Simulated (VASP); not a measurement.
Write the native input for VASP 6.6.1 that does the following.

```
Task                   : relaxation of cell and atoms
Functional             : PBE
Potentials or basis    : VASP PAW PBE potentials, release 64 (Cs_sv, As)
Cutoff                 : 600 eV
k mesh                 : 10 × 10 × 10
Occupations            : gaussian, width 0.1 eV
Spin                   : no spin polarisation
Dipole correction      : no
Further INCAR settings : ALGO = Normal; EDIFF = 1e-06; IBRION = 2; EDIFFG = -0.01; NSW = 100; ISIF = 3
```

The structure of CsAs3 lies in POSCAR:

```
CsAs3
1.0
    4.7238776514      0.0000000000      0.0000000000
    0.0000000000      4.7238776514      0.0000000000
    0.0000000000      0.0000000000      4.7238776514
Cs As
1 3
Direct
    0.0000000000      0.0000000000      0.0000000000
    0.0000000000      0.5000000000      0.5000000000
    0.5000000000      0.0000000000      0.5000000000
    0.5000000000      0.5000000000      0.0000000000
```

One way to write it, as run:

INCAR

```
SYSTEM = CsAs3
PREC = Accurate
ENCUT = 600
EDIFF = 1E-6
ISMEAR = 0
SIGMA = 0.1
LREAL = .FALSE.
LASPH = .TRUE.
NELM = 80
ALGO = Normal
ISIF = 3
LWAVE = .FALSE.
LCHARG = .FALSE.
GGA = PE
IBRION = 2
NSW = 100
EDIFFG = -0.01
```

KPOINTS

```
regular mesh
0
G
  10 10 10
  0 0 0
```

Potentials or basis: VASP PAW PBE potentials, release 64 (Cs_sv, As).

Command:

```console
$ cat potpaw_PBE.64/Cs_sv/POTCAR potpaw_PBE.64/As/POTCAR > POTCAR
$ mpirun -np 1 vasp_std > vasp.out
```

It gave:

```yaml
Relaxed_volume: 26.27 Å³/atom
Relaxed_cell: a = 4.719 Å, b = 4.719 Å, c = 4.719 Å, α = 90.00°, β = 90.00°, γ = 90.00°
Space_group_after_relaxing_to_0.05_Å: Pm-3m (No. 221)
Energy_gained_by_relaxing: 0.0 meV/atom
Ionic_steps: 2
Pressure_after_relaxing: 0.0 GPa
Band_gap_on_the_k_mesh: zero (band 12 reaches 6.13 eV, above the bottom of band 13 at 3.15 eV)
```

Caveat: spin-orbit coupling is left out, which moves the levels of the heavy elements.

It took 5.9 min on 1 thread of AMD EPYC 7R13, on a shared host, peak memory 0.29 GiB.
